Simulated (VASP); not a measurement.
## BN: single point with PBE

BN:

```xyz
2
Lattice="2.1756 -1.2562 -0.0281 2.1756 1.2562 -0.0281 -1.3509 0.0000 3.8795" Properties=species:S:1:pos:R:3 pbc="T T T"
B    -1.3510    0.0000    3.8746
N     1.4503    0.0000   -0.0243
```

* Program: VASP 6.6.1
* Task: single point
* Functional: PBE
* Potentials or basis: VASP PAW PBE potentials, release 64 (B, N)
* Cutoff: 520 eV
* k mesh: 8 × 8 × 6
* Occupations: gaussian, width 0.1 eV
* Spin: no spin polarisation
* Dipole correction: no
* Further INCAR settings: ALGO = Normal; EDIFF = 1e-06; NBANDS = 11

| Property | Result |
| --- | --- |
| Pressure | 0.1 GPa |
| Largest force | 0.003 eV/Å |
| Band gap on the k mesh | 4.58 eV, indirect (least direct gap 4.90 eV) |

Forces on the atoms (eV/Å):
```
B    0.001  0.000 -0.003
N   -0.001  0.000  0.003
```

Stress tensor (GPa, compression positive):
```
 0.04  0.00 -0.01
 0.00  0.04  0.00
-0.01  0.00  0.22
```

Levels at points of the mesh, in eV from the valence-band top:
```
           k point  band 2  band 3  band 4  band 5  band 6  band 7
(0.00, 0.00, 0.00)   -4.58   -1.23   -1.23    4.70   11.64   11.64
(0.50, 0.00, 0.00)   -8.75   -3.99   -0.65    5.19    9.73   12.62
(0.50, 0.50, 0.00)   -8.71   -4.00   -0.89    4.63    9.89   13.46
(0.00, 0.00, 0.50)   -5.53   -1.23   -1.23    8.66   11.04   11.62
(0.50, 0.00, 0.50)   -8.71   -4.00   -0.91    4.58    9.91   13.55
(0.50, 0.50, 0.50)   -8.75   -3.99   -0.67    5.12    9.77   12.70
```

Wall time 11 s on 1 thread of AMD EPYC 9R45 96-Core Processor (Zen 5), with other jobs on the host, peak memory 0.12 GiB.

Caveat: this functional lacks dispersion, which binds the layers, so the pressure and a relaxed spacing across them are unreliable. Expect the measured gap to be larger: semilocal functionals such as PBE lack the derivative discontinuity.
